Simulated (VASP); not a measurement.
# Rh (Fm-3m) in VASP: a series of runs

The runs below take Rh through relaxation of cell and atoms, single point, with rSCAN, PBE.

Everything below comes from runs of VASP 6.6.1. Logs are shortened: lines on timing, memory, paths and dates and some standing lists are left out, and cuts for length are marked.

## (1) The cell of the first run

Symmetry: Fm-3m, No. 225, cubic system. Conventional cell: a = 3.796 Å, b = 3.796 Å, c = 3.796 Å, α = 90.00°, β = 90.00°, γ = 90.00°. Rh (site symmetry m-3m) has 12 Rh at 2.68 Å within 3.5 Å.

## (2) Relaxation of cell and atoms, rSCAN

The input, POSCAR:

```
Rh
1.0
    0.0000000000      1.8978500000      1.8978500000
    1.8978500000      0.0000000000      1.8978500000
    1.8978500000      1.8978500000      0.0000000000
Rh
1
Direct
    0.0000000000      0.0000000000      0.0000000000
```

The input, INCAR.step1:

```
SYSTEM = Rh
METAGGA = RSCAN
ISMEAR = 1
SIGMA = 0.1
LWAVE = .False.
LCHARG = .False.
NSW = 60
PREC = Accurate
LASPH = .True.
LREAL = .False.
ALGO = Normal
EDIFF = 1E-7
NELM = 120
GGA_COMPAT = .False.
IBRION = 2
ISIF = 3
EDIFFG = -0.005
NELMIN = 4
ENCUT = 580
LMIXTAU = .True.
```

The input, INCAR.step3:

```
SYSTEM = Rh
METAGGA = RSCAN
ISMEAR = 1
SIGMA = 0.1
LWAVE = .False.
LCHARG = .False.
PREC = Accurate
LASPH = .True.
LREAL = .False.
ALGO = Normal
EDIFF = 1E-7
NELM = 120
GGA_COMPAT = .False.
ISIF = 2
ENCUT = 580
LMIXTAU = .True.
```

The input, KPOINTS:

```
k-points
0
Gamma
  15 15 15
```

Potentials or basis: VASP PAW PBE potentials, release 64 (Rh_sv_GW).

On the command line:

```bash
$ cat potpaw_PBE.64/Rh_sv_GW/POTCAR > POTCAR
$ cp INCAR.step1 INCAR
$ cp POSCAR.step1 POSCAR
$ mpirun -np 1 vasp_std > vasp.out
$ cp CONTCAR POSCAR
$ mpirun -np 1 vasp_std > vasp.out
$ cp CONTCAR POSCAR
$ cp INCAR.step3 INCAR
$ mpirun -np 1 vasp_std > vasp.out
```

OUTCAR:

```text
SYSTEM = Rh
   METAGGA = RSCAN
   ISMEAR = 1
   PREC = Accurate
   LASPH = .True.
   LREAL = .False.
   EDIFF = 1E-7
   NELM = 120
   ISIF = 2
   ENCUT = 580

 Found    120 irreducible k-points:

 Following reciprocal coordinates:
            Coordinates               Weight
  0.000000  0.000000  0.000000      1.000000
  0.066667  0.000000  0.000000      8.000000
  0.133333  0.000000  0.000000      8.000000
  0.200000  0.000000  0.000000      8.000000
  0.266667  0.000000  0.000000      8.000000
  0.333333  0.000000  0.000000      8.000000
   k-points           NKPTS =    120   k-points in BZ     NKDIM =    120   number of bands    NBANDS=     12
   number of dos      NEDOS =    301   number of ions     NIONS =      1
   total plane-waves  NPLWV =  13824
   dimension x,y,z NGX =    24 NGY =   24 NGZ =   24
   dimension x,y,z NGXF=    48 NGYF=   48 NGZF=   48
   ions per type =               1
   NGX,Y,Z   is equivalent  to a cutoff of  14.89, 14.89, 14.89 a.u.
   NGXF,Y,Z  is equivalent  to a cutoff of  29.77, 29.77, 29.77 a.u.
 SYSTEM =  Rh
   PREC   = accura    normal or accurate (medium, high low for compatibility)
   ISTART =      0    job   : 0-new  1-cont  2-samecut
   ICHARG =      2    charge: 1-file 2-atom 10-const
   ISPIN  =      1    spin polarized calculation?
   LNONCOLLINEAR =      F non collinear calculations
   LSORBIT =      F    spin-orbit coupling
   LASPH  =      T    aspherical Exc in radial PAW
   ENCUT  =  580.0 eV  42.63 Ry    6.53 a.u.   5.26  5.26  5.26*2*pi/ulx,y,z
   NELM   =    120;   NELMIN=  2; NELMDL=  0     # of ELM steps
   EDIFF  = 0.1E-06   stopping-criterion for ELM
   LREAL  =      F    real-space projection
   EDIFFG = 0.1E-05   stopping-criterion for IOM
   NSW    =      0    number of steps for IOM
   IBRION =     -1    ionic relax: 0-MD 1-quasi-New 2-CG
   NFREE  =      0    steps in history (QN), initial steepest desc. (CG)
   ISIF   =      2    stress and relaxation
   ISYM   =      2    0-nonsym 1-usesym 2-fastsym
   POTIM  = 0.5000    time-step for ionic-motion
   TEBEG  =    0.0;   TEEND  =   0.0 temperature during run

   SCALEE = 1.0000    scale energy and forces
   PSTRESS=    0.0 pullay stress
   NELECT =      17.0000    total number of electrons
   NUPDOWN=      -1.0000    fix difference up-down
   EMIN   =  10.00;   EMAX   =-10.00  energy-range for DOS
   EFERMI =   0.00;   METHOD = LEGACY
   ISMEAR =     1;   SIGMA  =   0.10  broadening in eV -4-tet -1-fermi 0-gaus
   EFERMI_NEDOS =   21; number of points for ismear=-14 and -15
   IALGO  =     38    algorithm
   IMIX   =      4    mixing-type and parameters
     AMIX     =   0.40;   BMIX     =  1.00
     AMIX_MAG =   1.60;   BMIX_MAG =  1.00
  volume/ion in A,a.u.               =      13.62        91.89
  Fermi-wavevector in a.u.,A,eV,Ry     =   1.762818  3.331243 42.280486  3.107528
  Thomas-Fermi vector in A             =   2.831116
   LORBIT       =      0    0 simple, 1 ext, 2 COOP (PROOUT), +10 PAW based schemes
   METAGGA = RSCAN    functional components
   LHFCALC =     F    Hartree Fock is set to
   AEXX    =    0.0000 exact exchange contribution
   IVDW    =     0    specifies the selected vdW correction
   LEPSILON=     F    determine dielectric tensor
   LRPA    =     F    only Hartree local field effects (RPA)

   CSHIFT  =0.1000    complex shift for real part using Kramers Kronig

   OMEGAMAX=  -1.0    maximum frequency
 non-spin polarized calculation
 Methfessel and Paxton  Order N= 1 SIGMA  =   0.10
  energy-cutoff  :      580.00
  volume of cell :       13.62
 maximum number of plane-waves:       444
 NGX is ok and might be reduce to    24
   NGX = 11   NGY = 11   NGZ = 11

 number of electron      17.0000002 magnetization

 Free energy of the ion-electron system (eV)
  ---------------------------------------------------
  ext. energy  EPLUGINS =         0.00000000
  ---------------------------------------------------
  free energy    TOTEN  =       -39.02050967 eV

  energy without entropy =      -39.02063552  energy(sigma->0) =      -39.02055162

 E-fermi :  10.7899     XC(G=0): -15.3398

 val. band max:       10.7785113032   @ k =  -0.3333   0.2000   0.0667
 cond. band min:      10.8200369206   @ k =  -0.4667   0.2667   0.1333
 fundamental gap:      0.0415256174
 Fermi energy:        10.7899353350

 k-point     1 :       0.0000    0.0000    0.0000
  band No.  band energies     occupation
      1     -70.3830      2.00000
      2     -37.0215      2.00000
      3     -37.0215      2.00000
      4     -37.0215      2.00000
      5       2.6191      2.00000
      6       7.5651      2.00000
      7       7.5651      2.00000
      8       7.5651      2.00000
      9       9.6900      2.00000
     10       9.6900      2.00000
     11      27.2613      0.00000
     12      32.9130      0.00000

 k-point     2 :       0.0667    0.0000    0.0000
  band No.  band energies     occupation
      1     -70.3776      2.00000
      2     -37.0578      2.00000
      3     -37.0265      2.00000
      4     -37.0265      2.00000
      5       2.8061      2.00000
      6       7.4826      2.00000
      7       7.6376      2.00000
      8       7.6376      2.00000
      9       9.6498      2.00000
     10       9.6498      2.00000
     11      27.5297      0.00000
     12      31.9936      0.00000

 k-point     3 :       0.1333    0.0000    0.0000
  band No.  band energies     occupation
      1     -70.3622      2.00000
      2     -37.1583      2.00000
      3     -37.0403      2.00000
      4     -37.0403      2.00000
      5       3.3280      2.00000
      6       7.2988      2.00000
      7       7.8121      2.00000
      8       7.8121      2.00000
      9       9.5822      2.00000
     10       9.5822      2.00000
     11      28.2060      0.00000
     12      30.1725      0.00000

 k-point     4 :       0.2000    0.0000    0.0000
  band No.  band energies     occupation
      1     -70.3394      2.00000
      2     -37.3048      2.00000
      3     -37.0602      2.00000
      4     -37.0602      2.00000
      5       4.0256      2.00000
      6       7.2242      2.00000
      7       7.9455      2.00000
      8       7.9455      2.00000
      9       9.6478      2.00000
     10       9.6478      2.00000
     11      28.1289      0.00000
     12      28.9148      0.00000

 k-point     5 :       0.2667    0.0000    0.0000
  band No.  band energies     occupation
      1     -70.3132      2.00000
      2     -37.4709      2.00000
      3     -37.0831      2.00000
      4     -37.0831      2.00000
      5       4.5311      2.00000
      6       7.6629      2.00000
      7       7.8981      2.00000
      8       7.8981      2.00000
      9       9.9883      2.00000
     10       9.9883      2.00000
     11      26.0819      0.00000
     12      28.8386      0.00000

 k-point     6 :       0.3333    0.0000    0.0000
  band No.  band energies     occupation
      1     -70.2880      2.00000
      2     -37.6275      2.00000
      3     -37.1048      2.00000
      4     -37.1048      2.00000
      5       4.6153      2.00000
      6       7.7304      2.00000
      7       7.7304      2.00000
      8       8.8225      2.00000
      9      10.5096      2.00054
     10      10.5096      2.00054
     11      23.8879      0.00000
     12      28.0754      0.00000

 [... further k-points ...]

------------------------ aborting loop because EDIFF is reached ----------------------------------------

  FORCE on cell =-STRESS in cart. coord.  units (eV):
  Direction    XX          YY          ZZ          XY          YZ          ZX
  --------------------------------------------------------------------------------------
  -------------------------------------------------------------------------------------
  Total       -0.0021009     -0.0021009     -0.0021009      0.0000000      0.0000000      0.0000000
  in kB       -0.2472117     -0.2472117     -0.2472117      0.0000000      0.0000000      0.0000000
  external PRESSURE =      -0.2472117 kB  Pullay stress =       0.0000000 kB

 VOLUME and BASIS-vectors are now :
 -----------------------------------------------------------------------------
  energy-cutoff  :      580.00
  volume of cell :       13.62
      direct lattice vectors                 reciprocal lattice vectors
     0.000000000  1.895281001  1.895281001    -0.263813123  0.263813123  0.263813123
     1.895281001  0.000000000  1.895281001     0.263813123 -0.263813123  0.263813123
     1.895281001  1.895281001  0.000000000     0.263813123  0.263813123 -0.263813123

 POSITION                                       TOTAL-FORCE (eV/Angst)
 -----------------------------------------------------------------------------------
      0.00000      0.00000      0.00000        -0.000000     -0.000000     -0.000000
 -----------------------------------------------------------------------------------
    total drift:                                0.000000      0.000000      0.000000

  FREE ENERGIE OF THE ION-ELECTRON SYSTEM (eV)
  ---------------------------------------------------
  free  energy   TOTEN  =       -39.0205096704 eV

  energy  without entropy=      -39.0206355218  energy(sigma->0) =      -39.02055162
```

OUTCAR.step1:

```text
SYSTEM = Rh
   METAGGA = RSCAN
   ISMEAR = 1
   NSW = 60
   PREC = Accurate
   LASPH = .True.
   LREAL = .False.
   EDIFF = 1E-7
[... 275 lines left out ...]
  -------------------------------------------------------------------------------------
  Total       -0.0007834     -0.0007834     -0.0007834      0.0000000      0.0000000      0.0000000
  in kB       -0.0921828     -0.0921828     -0.0921828      0.0000000      0.0000000      0.0000000
  external PRESSURE =      -0.0921828 kB  Pullay stress =       0.0000000 kB
[... 16 lines left out ...]
  FREE ENERGIE OF THE ION-ELECTRON SYSTEM (eV)
  ---------------------------------------------------
  free  energy   TOTEN  =       -39.0210030801 eV

  energy  without entropy=      -39.0211293042  energy(sigma->0) =      -39.02104515

 reached required accuracy - stopping structural energy minimisation
```

Run time: 3.5 min. Hardware: 1 thread of Intel Xeon 6975P-C (Granite Rapids), shared host; peak memory 0.18 GiB.

What came out:

```
Free energy                           : -39.0205 eV
Relaxed volume                        : 13.62 Å³/atom
Relaxed cell                          : a = 2.680 Å, b = 2.680 Å, c = 2.680 Å, α = 60.00°, β = 60.00°, γ = 60.00°
Space group after relaxing (to 0.1 Å) : Fm-3m (No. 225)
Ionic steps                           : 4
Pressure after relaxing               : 0.0 GPa
Band gap on the k mesh                : zero (an odd number of electrons rules out a gap without spin polarisation)
```

Step by step:
```
step  energy change (eV)  largest force (eV/Å)  pressure (GPa)  volume (Å³)
   1              0.0000                0.0000           -1.19        13.67
   2              0.0013                0.0000            3.33        13.47
   3             -0.0002                0.0000           -0.01        13.62
   4              0.0003                0.0000           -0.02        13.62
```

Final structure:
```cif
data_structure
_symmetry_space_group_name_H-M 'P 1'
_symmetry_Int_Tables_number 1
_cell_length_a 2.6803
_cell_length_b 2.6803
_cell_length_c 2.6803
_cell_angle_alpha 60.000
_cell_angle_beta 60.000
_cell_angle_gamma 60.000
_cell_volume 13.62
loop_
_atom_site_label
_atom_site_type_symbol
_atom_site_fract_x
_atom_site_fract_y
_atom_site_fract_z
_atom_site_occupancy
Rh1 Rh 0.00000 0.00000 0.00000 1
```

Caveat: the PAW data sets were made with another functional, which shifts forces and pressure a little.

## (3) Single point, PBE

The input, INCAR:

```
SYSTEM = Rh
ALGO = Normal ; EDIFF = 1E-7
ENCUT = 520 ; GGA = PE
ISIF = 2 ; ISMEAR = -1
LASPH = .TRUE. ; LCHARG = .FALSE.
LREAL = .FALSE. ; LWAVE = .FALSE.
NBANDS = 14 ; NELM = 100
PREC = Accurate ; SIGMA = 0.03
```

The input, KPOINTS:

```
k-points
0
G
  6 6 6
  0 0 0
```

POSCAR is that of step 2.

Potentials or basis: VASP PAW PBE potentials, release 64 (Rh_pv).

On the command line:

```bash
$ cat potpaw_PBE.64/Rh_pv/POTCAR > POTCAR
$ mpirun -np 1 vasp_std > vasp.out
```

It took 4.7 s on 1 thread of Intel Xeon Platinum 8488C (Sapphire Rapids), shared host; peak memory 0.12 GiB.

The run converged. Its results:

| Quantity | Value |
| --- | --- |
| Free energy | -7.1684 eV |
| Pressure | 9.0 GPa |
| Band gap on the k mesh | zero (an odd number of electrons rules out a gap without spin polarisation) |

Levels at points of the mesh, in eV from the Fermi level:
```csv
k point,band 3,band 4,band 5,band 6,band 7,band 8,band 9,band 10,band 11,band 12
"(0.00, 0.00, 0.00)",-46.23,-7.84,-2.94,-2.94,-2.94,-0.84,-0.84,16.17,20.67,21.64
"(0.50, 0.00, 0.00)",-46.33,-6.00,-3.02,-3.02,0.74,0.74,0.89,8.87,15.66,20.67
"(0.50, 0.50, 0.00)",-46.50,-6.21,-5.83,0.70,1.17,1.17,3.44,12.51,13.52,13.52
```

Caveat: the k points lie up to 0.48 Å⁻¹ apart, too coarse for converged energies and pressures of a metal.
